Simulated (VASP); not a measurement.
# RbBr (Pm-3m) in VASP: further runs, part 2 of 2

VASP 6.6.1.

**3. Vibrations by perturbation theory, PBE**

This run uses another cell than the first one, of 29.88 Å³/atom.

INCAR reads:

```
SYSTEM = RbBr
PREC = Accurate
ENCUT = 520
EDIFF = 1E-8
ISMEAR = 0
SIGMA = 0.01
LREAL = .FALSE.
LASPH = .TRUE.
NELM = 80
ALGO = Normal
ISIF = 2
LWAVE = .FALSE.
LCHARG = .FALSE.
GGA = PE
IBRION = 8
NSW = 1
LEPSILON = .TRUE.
```

KPOINTS reads:

```
Automatic mesh
0
G
  6 6 6
  0 0 0
```

POSCAR reads:

```
RbBr
1.0
    3.9098432969      0.0000000000      0.0000000000
    0.0000000000      3.9098432969      0.0000000000
    0.0000000000      0.0000000000      3.9098432969
Rb Br
1 1
Direct
    0.0000000000      0.0000000000      0.0000000000
    0.5000000000      0.5000000000      0.5000000000
```

Potentials or basis: VASP PAW PBE potentials, release 64 (Rb_sv, Br).

Run with:

```
$ cat potpaw_PBE.64/Rb_sv/POTCAR potpaw_PBE.64/Br/POTCAR > POTCAR
$ mpirun -np 1 vasp_std > vasp.out
```

OUTCAR:

```text
SYSTEM = RbBr
   PREC = Accurate
   ENCUT = 520
   EDIFF = 1E-8
   ISMEAR = 0
   LREAL = .FALSE.
   LASPH = .TRUE.
   NELM = 80
   ISIF = 2
   GGA = PE
   IBRION = 8
   NSW = 1
   LEPSILON = .TRUE.

 ion  position               nearest neighbor table
   1  0.000  0.000  0.000-   2 3.39   2 3.39   2 3.39   2 3.39   2 3.39   2 3.39   2 3.39   2 3.39

   2  0.500  0.500  0.500-   1 3.39   1 3.39   1 3.39   1 3.39   1 3.39   1 3.39   1 3.39   1 3.39

  LATTYP: Found a simple cubic cell.
 ALAT       =     3.9098432969

  Lattice vectors:

 A1 = (   3.9098432969,   0.0000000000,   0.0000000000)
 A2 = (   0.0000000000,   3.9098432969,   0.0000000000)
 A3 = (   0.0000000000,   0.0000000000,   3.9098432969)

Analysis of symmetry for initial positions (statically):
=====================================================================
 Subroutine PRICEL returns:
 Original cell was already a primitive cell.
[... 594 lines left out ...]

 SECOND DERIVATIVES (NOT SYMMETRIZED)
 ------------------------------------
               1X          1Y          1Z          2X          2Y          2Z
  1X    -1.868504    0.000000    0.000000    1.868504   -0.000000    0.000000
  1Y     0.000000   -1.868504    0.000000    0.000000    1.868504   -0.000000
  1Z     0.000000    0.000000   -1.868504   -0.000000    0.000000    1.868504
  2X     1.865851   -0.000000   -0.000000   -1.865851    0.000000    0.000000
  2Y    -0.000000    1.865851   -0.000000    0.000000   -1.865851    0.000000
  2Z    -0.000000   -0.000000    1.865851    0.000000    0.000000   -1.865851

 Eigenvectors and eigenvalues of the dynamical matrix
 ----------------------------------------------------

   1 f  =    3.324171 THz    20.886381 2PiTHz  110.882400 cm-1    13.747659 meV
             X         Y         Z           dx          dy          dz
      0.000000  0.000000  0.000000    -0.378199   -0.526566    0.251447
      1.954922  1.954922  1.954922     0.390867    0.544204   -0.259870
[... 21 lines left out ...]
   6 f/i=    0.001181 THz     0.007418 2PiTHz    0.039380 cm-1     0.004882 meV
             X         Y         Z           dx          dy          dz
      0.000000  0.000000  0.000000    -0.214169    0.684747   -0.041475
      1.954922  1.954922  1.954922    -0.207228    0.662554   -0.040131

--------------------------------------------------------------------------------------------------------

 MACROSCOPIC STATIC DIELECTRIC TENSOR IONIC CONTRIBUTION
 ------------------------------------------------------
           2.446163    -0.000000     0.000000
          -0.000000     2.446163     0.000000
           0.000000     0.000000     2.446163
 ------------------------------------------------------

 ELASTIC MODULI CONTR FROM IONIC RELAXATION (kBar)
 Direction    XX          YY          ZZ          XY          YZ          ZX
 --------------------------------------------------------------------------------
 XX           0.0000      0.0000      0.0000      0.0000      0.0000      0.0000
 YY           0.0000      0.0000      0.0000      0.0000      0.0000      0.0000
 ZZ           0.0000      0.0000      0.0000      0.0000      0.0000      0.0000
 XY           0.0000      0.0000      0.0000      0.0000      0.0000      0.0000
 YZ           0.0000      0.0000      0.0000      0.0000      0.0000      0.0000
 ZX           0.0000      0.0000      0.0000      0.0000      0.0000      0.0000
 --------------------------------------------------------------------------------

 PIEZOELECTRIC TENSOR IONIC CONTR  for field in x, y, z        (C/m^2)
          XX          YY          ZZ          XY          YZ          ZX
  --------------------------------------------------------------------------------
  x     0.00000     0.00000     0.00000     0.00000     0.00000     0.00000
  y     0.00000     0.00000     0.00000     0.00000     0.00000     0.00000
  z     0.00000     0.00000     0.00000     0.00000     0.00000     0.00000
```

OSZICAR:

```text
N       E                     dE             d eps       ncg     rms          rms(c)
DAV:   1     0.873203592497E+02    0.87320E+02   -0.73990E+03   480   0.120E+03
DAV:   2    -0.127649182997E+01   -0.88597E+02   -0.83044E+02   680   0.195E+02
[... 219 lines left out ...]
RMM:   6    -0.143737318920E+00   -0.14208E-05   -0.13142E-06  1930   0.409E-03    0.174E-03
RMM:   7    -0.143736231772E+00    0.10871E-05    0.10790E-06  1801   0.205E-03    0.602E-04
RMM:   8    -0.143734380261E+00    0.18515E-05    0.67381E-07  1905   0.784E-04    0.128E-04
RMM:   9    -0.143734278013E+00    0.10225E-06    0.14057E-06  1907   0.322E-04    0.289E-05
RMM:  10    -0.143734042182E+00    0.23583E-06    0.11349E-06  2061   0.124E-04    0.696E-06
RMM:  11    -0.143734060108E+00   -0.17927E-07   -0.23806E-07  2077   0.616E-05    0.707E-06
RMM:  12    -0.143734058858E+00    0.12506E-08    0.45783E-08  2059   0.406E-05    0.182E-06
 Linear response finished
```

stdout:

```text
POSCAR found type information on POSCAR RbBr
 POSCAR found :  2 types and       2 ions
 scaLAPACK will be used
 LDA part: xc-table for (Slater+PW92), standard interpolation
 POSCAR, INCAR and KPOINTS ok, starting setup
 FFT: planning ... GRIDC
 FFT: planning ... GRID_SOFT
 FFT: planning ... GRID
 WAVECAR not read
 entering main loop
[... 24 lines left out ...]
 dielectric tensor                  component  3 :     0.019     0.022     3.170
 Linear response DOF=           2
 Linear response progress:
 first order change of Fermi-energy   0.48614E-03
 force on displaced ion       1 direction 1 :  -1.869  -0.000  -0.000
 Born effective charge ion    1 direction 1 :   1.226   0.000   0.000
 Linear response progress:
 first order change of Fermi-energy  -0.65248E-04
 force on displaced ion       2 direction 1 :  -1.866   0.000  -0.000
 Born effective charge ion    2 direction 1 :  -1.230   0.000   0.000
 Born effective charges drift removed
 Linear response finished
```

Wall time 6 min (1 thread of Intel Xeon Platinum 8259CL at 2.50GHz (Skylake/Cascade Lake), shared host); peak memory 0.24 GiB.

Results:

* Electronic dielectric tensor (diagonal): 3.17
* Born charges (mean of the diagonal): Rb +1.23; Br -1.23 e
* Highest phonon frequency at Γ, LO-TO splitting left out: 111 cm⁻¹

Phonon frequencies in cm⁻¹ (negative: imaginary):
| q point | frequencies |
| --- | --- |
| (0.000, 0.000, 0.000) | 0 0 0 111 111 111 |

Electronic dielectric tensor:
```
3.17 0.00 0.00
0.00 3.17 0.00
0.00 0.00 3.17
```

Born effective charge tensors (e):
atom 1, Rb
```
1.23 0.00 0.00
0.00 1.23 0.00
0.00 0.00 1.23
```
atom 2, Br
```
-1.23  0.00  0.00
 0.00 -1.23  0.00
 0.00  0.00 -1.23
```

Caveat: the cell stands under pressure or tension, which shifts response properties.

**4. Vibrations by perturbation theory, PBE**

This run uses another cell than the first one, of 33.12 Å³/atom.

INCAR reads:

```
PREC = Accurate
ENCUT = 520
EDIFF = 1E-8
ISMEAR = 0
SIGMA = 0.01
LREAL = False
LASPH = True
NELM = 100
ALGO = Normal
ISIF = 2
LWAVE = False
LCHARG = True
GGA = PE
NBANDS = 15
IBRION = 8
NSW = 1
LEPSILON = True
```

KPOINTS reads:

```
Automatic mesh
0
Gamma
  6 6 6
```

POSCAR reads:

```
RbBr
1.0
    4.0460410221      0.0000000000      0.0000000000
    0.0000000000      4.0460410221      0.0000000000
    0.0000000000      0.0000000000      4.0460410221
Rb Br
1 1
Direct
    0.0000000000      0.0000000000      0.0000000000
    0.5000000000      0.5000000000      0.5000000000
```

Potentials or basis: VASP PAW PBE potentials, release 64 (Rb_sv, Br).

Run with:

```
$ cat potpaw_PBE.64/Rb_sv/POTCAR potpaw_PBE.64/Br/POTCAR > POTCAR
$ mpirun -np 1 vasp_std > vasp.out
```

OUTCAR:

```text
PREC = Accurate
   ENCUT = 520
   EDIFF = 1E-8
   ISMEAR = 0
   LREAL = False
   LASPH = True
   NELM = 100
   ISIF = 2
   GGA = PE
   IBRION = 8
   NSW = 1
   LEPSILON = True

 ion  position               nearest neighbor table
   1  0.000  0.000  0.000-   2 3.50   2 3.50   2 3.50   2 3.50   2 3.50   2 3.50   2 3.50   2 3.50

   2  0.500  0.500  0.500-   1 3.50   1 3.50   1 3.50   1 3.50   1 3.50   1 3.50   1 3.50   1 3.50

  LATTYP: Found a simple cubic cell.
 ALAT       =     4.0460410221

[... 702 lines left out ...]
   6 f/i=    0.003034 THz     0.019060 2PiTHz    0.101189 cm-1     0.012546 meV
             X         Y         Z           dx          dy          dz
      0.000000  0.000000  0.000000    -0.000000   -0.153808   -0.701426
      2.023021  2.023021  2.023021    -0.000000   -0.149065   -0.679797

--------------------------------------------------------------------------------------------------------

 MACROSCOPIC STATIC DIELECTRIC TENSOR IONIC CONTRIBUTION
 ------------------------------------------------------
           3.659918    -0.000000     0.000000
          -0.000000     3.659918     0.000000
           0.000000     0.000000     3.659918
 ------------------------------------------------------

 ELASTIC MODULI CONTR FROM IONIC RELAXATION (kBar)
 Direction    XX          YY          ZZ          XY          YZ          ZX
 --------------------------------------------------------------------------------
 XX           0.0000      0.0000      0.0000      0.0000      0.0000      0.0000
 YY           0.0000      0.0000      0.0000      0.0000      0.0000      0.0000
 ZZ           0.0000      0.0000      0.0000      0.0000      0.0000      0.0000
 XY           0.0000      0.0000      0.0000      0.0000      0.0000      0.0000
 YZ           0.0000      0.0000      0.0000      0.0000      0.0000      0.0000
 ZX           0.0000      0.0000      0.0000      0.0000      0.0000      0.0000
 --------------------------------------------------------------------------------

 PIEZOELECTRIC TENSOR IONIC CONTR  for field in x, y, z        (C/m^2)
          XX          YY          ZZ          XY          YZ          ZX
  --------------------------------------------------------------------------------
  x     0.00000     0.00000     0.00000     0.00000     0.00000     0.00000
  y     0.00000     0.00000     0.00000     0.00000     0.00000     0.00000
  z     0.00000     0.00000     0.00000     0.00000     0.00000     0.00000
```

It took 8.7 min on 1 thread of Intel Xeon Platinum 8259CL at 2.50GHz (Skylake/Cascade Lake), shared host; peak memory 0.26 GiB.

What came out:

| Property | Result |
| --- | --- |
| Electronic dielectric tensor (diagonal) | 2.99 |
| Born charges (mean of the diagonal) | Rb +1.24; Br -1.24 e |
| Highest phonon frequency at Γ, LO-TO splitting left out | 87 cm⁻¹ |

Phonon frequencies in cm⁻¹ (negative: imaginary):
```tsv
q point	frequencies
(0.000, 0.000, 0.000)	0 0 0 87 87 87
```

Electronic dielectric tensor:
```
2.99 0.00 0.00
0.00 2.99 0.00
0.00 0.00 2.99
```

Born effective charge tensors (e):
atom 1, Rb
```
1.24 0.00 0.00
0.00 1.24 0.00
0.00 0.00 1.24
```
atom 2, Br
```
-1.24  0.00  0.00
 0.00 -1.24  0.00
 0.00  0.00 -1.24
```

Caveat: the cell stands under pressure or tension, which shifts response properties.
